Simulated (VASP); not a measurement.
# Sr13Li7Mg4 in VASP: further runs, part 2 of 2

VASP 6.6.1. The steps go on from the part before.

## Step 3: Single point, PBE

Input file INCAR:

```
SYSTEM = Sr13Li7Mg4
PREC     = Accurate       ! precision mode
ENCUT    = 650            ! plane-wave cutoff, eV
EDIFF    = 1E-6           ! SCF threshold, eV
ISMEAR   = -1             ! smearing method
SIGMA    = 0.05           ! smearing width, eV
LREAL    = Auto         
LASPH    = .TRUE.         ! aspherical terms in the spheres
NELM     = 120            ! most SCF steps
ALGO     = Normal         ! electronic algorithm
ISIF     = 2              ! what is computed and relaxed
LWAVE    = .FALSE.        ! write WAVECAR
LCHARG   = .FALSE.        ! write CHGCAR
GGA      = PE             ! functional
ISYM     = -1           
NBANDS   = 98             ! bands
GGA_COMPAT= .FALSE.
```

Input file KPOINTS:

```
explicit points
1
Reciprocal
  0.25000000   0.25000000   0.25000000 1
```

Input file POSCAR:

```
Sr13Li7Mg4
1.0
    9.8738250000     -0.1431370000     -0.0271780000
   -0.1431370000     10.2495160000      0.4011450000
   -0.0271780000      0.4011450000      9.9890070000
Sr Li Mg
13 7 4
Direct
    0.0313423696      0.8298344463      0.5666001519
    0.4201984002      0.2952466072      0.4340553022
    0.1205320717      0.4380086216      0.5924770953
    0.7175650312      0.9156534058      0.2035345652
    0.4331132202      0.5881082803      0.1132565484
    0.3062246593      0.9373063139      0.2398808843
    0.3764992577      0.0714803352      0.8299471126
    0.0662308205      0.1679683596      0.3164708317
    0.0477653716      0.8353070887      0.9766932694
    0.0582214631      0.4323220588      0.9954101054
    0.7161597066      0.2954378211      0.1268500847
    0.5537636351      0.6283893647      0.4888312658
    0.9763298015      0.1613622434      0.7523988154
    0.7151422614      0.0663906145      0.5056143091
    0.6262226482      0.7054371592      0.8706557008
    0.7691405531      0.4754426203      0.8035466661
    0.7157928561      0.8942007497      0.6876953493
    0.8451896888      0.5312401799      0.3140390455
    0.1137742629      0.6183034857      0.2867412952
    0.6828660548      0.1892434352      0.7877395497
    0.4805233424      0.4311650322      0.8269821982
    0.7582039195      0.3530682798      0.5436264977
    0.3331863566      0.2573839286      0.0817799069
    0.3220494348      0.7361163693      0.7937770249
```

Potentials or basis: VASP PAW PBE potentials, release 64 (Sr_sv, Li_sv, Mg).

Started as:

```bash
> cat potpaw_PBE.64/Sr_sv/POTCAR potpaw_PBE.64/Li_sv/POTCAR potpaw_PBE.64/Mg/POTCAR > POTCAR
> mpirun -np 1 vasp_std > vasp.out
```

OUTCAR:

```text
SYSTEM = Sr13Li7Mg4
   PREC = Accurate
   ENCUT = 650
   EDIFF = 1E-6
   ISMEAR = -1
   LREAL = Auto
   LASPH = .TRUE.
   NELM = 120
   ISIF = 2
   GGA = PE
   ISYM = -1

 ion  position               nearest neighbor table
   1  0.031  0.830  0.567-  17 3.45  24 3.75  19 3.78  13 4.05   9 4.11   8 4.12   3 4.13   6 4.31
                             4 4.80   7 5.01
   2  0.420  0.295  0.434-  22 3.56  23 3.67  12 3.71   3 3.75  14 3.82   8 3.90   5 4.22  11 4.25
                            21 4.30   6 4.40   7 4.43
   3  0.121  0.438  0.592-  13 3.42  19 3.45  22 3.70   2 3.75  10 4.07   8 4.08   1 4.13  24 4.24
                            21 4.25  12 4.74   7 5.02
   4  0.718  0.916  0.204-  14 3.50  11 3.91   6 4.09   9 4.12  12 4.23   8 4.44   5 4.46   1 4.80

   5  0.433  0.588  0.113-  15 3.23  21 3.43  23 3.54  24 3.60  19 3.64  12 3.98   6 4.12  11 4.15
                            10 4.19   2 4.22   4 4.46   9 4.77
   6  0.306  0.937  0.240-   8 3.53  23 3.53  19 3.74   9 3.84   4 4.09   5 4.12   7 4.27   1 4.31
                             2 4.40  12 4.62
   7  0.376  0.071  0.830-  20 3.24  23 3.31  24 3.51  21 3.80  13 4.14   9 4.20   6 4.27   2 4.43
                             1 5.01   3 5.02  11 5.09
[... 186 lines left out ...]
      3     -45.6798      2.00000
      4     -45.6373      2.00000
      5     -45.6262      2.00000
      6     -45.6242      2.00000
[... 83 lines left out ...]
     90       1.9152      0.00000
     91       1.9835      0.00000
 [bands above 91 left out]

------------------------ aborting loop because EDIFF is reached ----------------------------------------

  FORCE on cell =-STRESS in cart. coord.  units (eV):
  Direction    XX          YY          ZZ          XY          YZ          ZX
  --------------------------------------------------------------------------------------
  -------------------------------------------------------------------------------------
  Total        0.7953657      3.5020061     -2.2557038     -1.3611714     -4.0138131     -5.0490780
  in kB        1.2628141      5.5601882     -3.5814152     -2.1611524     -6.3727919     -8.0164977
  external PRESSURE =       1.0805291 kB  Pullay stress =       0.0000000 kB

 VOLUME and BASIS-vectors are now :
 -----------------------------------------------------------------------------
  energy-cutoff  :      650.00
  volume of cell :     1009.11
      direct lattice vectors                 reciprocal lattice vectors
     9.873825000 -0.143137000 -0.027178000     0.101298860  0.001406086  0.000219146
    -0.143137000 10.249516000  0.401145000     0.001406086  0.097738688 -0.003921228
    -0.027178000  0.401145000  9.989007000     0.000219146 -0.003921228  0.100268118

 POSITION                                       TOTAL-FORCE (eV/Angst)
 -----------------------------------------------------------------------------------
      0.17529      8.72820      5.99180         0.011506     -0.205643     -0.229211
      4.09491      3.14011      4.44280         0.305433     -0.592670     -0.024741
      1.11132      4.70979      6.09069         0.191245      0.989006     -0.002350
      6.94852      9.36394      2.38092         0.180630     -0.347300     -0.152523
      4.18923      6.01126      1.35547        -0.186528      0.096382      0.192890
      2.88293      9.65933      2.76384         0.648521     -0.497890      0.247998
[... 16 lines left out ...]
      3.25076      2.62317      0.91109         0.214501      0.039038      0.190019
      3.05292      7.81716      8.21558         0.061846     -0.420048     -0.252754
 -----------------------------------------------------------------------------------
    total drift:                               -0.000581     -0.004907      0.017721

  FREE ENERGIE OF THE ION-ELECTRON SYSTEM (eV)
  ---------------------------------------------------
  free  energy   TOTEN  =       -36.4565927645 eV

  energy  without entropy=      -36.2311084857  energy(sigma->0) =      -36.34385063
```

stdout:

```text
POSCAR found type information on POSCAR SrLiMg
 POSCAR found :  3 types and      24 ions
 scaLAPACK will be used
 LDA part: xc-table for (Slater+PW92), standard interpolation
 POSCAR, INCAR and KPOINTS ok, starting setup
 FFT: planning ... GRIDC
 FFT: planning ... GRID_SOFT
 FFT: planning ... GRID
 WAVECAR not read
 entering main loop
```

Run time: 4.9 min. Hardware: 1 thread of Intel Xeon Platinum 8488C (Sapphire Rapids), shared host; peak memory 1.1 GiB.

Results:

```
Free energy            : -36.4566 eV
Pressure               : 0.1 GPa
Largest force          : 1.007 eV/Å
Band gap on the k mesh : zero (an odd number of electrons rules out a gap without spin polarisation)
```

Forces on the atoms (eV/Å):
```
Sr   0.012 -0.206 -0.229
Sr   0.305 -0.593 -0.025
Sr   0.191  0.989 -0.002
Sr   0.181 -0.347 -0.153
Sr  -0.187  0.096  0.193
Sr   0.649 -0.498  0.248
Sr   0.054 -0.258 -0.404
Sr  -0.858  0.403  0.111
Sr  -0.381 -0.171  0.036
Sr   0.379  0.413  0.036
Sr  -0.593  0.058  0.011
Sr  -0.067  0.713  0.569
Sr   0.131 -0.778  0.156
Li   0.019  0.388 -0.390
Li   0.147  0.000  0.071
Li   0.135  0.143 -0.132
Li  -0.113 -0.054  0.464
Li  -0.049  0.195 -0.059
Li   0.247  0.039 -0.071
Li  -0.393  0.080  0.111
Mg  -0.261 -0.137 -0.216
Mg   0.173 -0.093 -0.264
Mg   0.215  0.039  0.190
Mg   0.062 -0.420 -0.253
```

Stress tensor (GPa, compression positive):
```
 0.13 -0.22 -0.80
-0.22  0.56 -0.64
-0.80 -0.64 -0.36
```

Caveat: the atoms stand as in a frame of molecular dynamics.
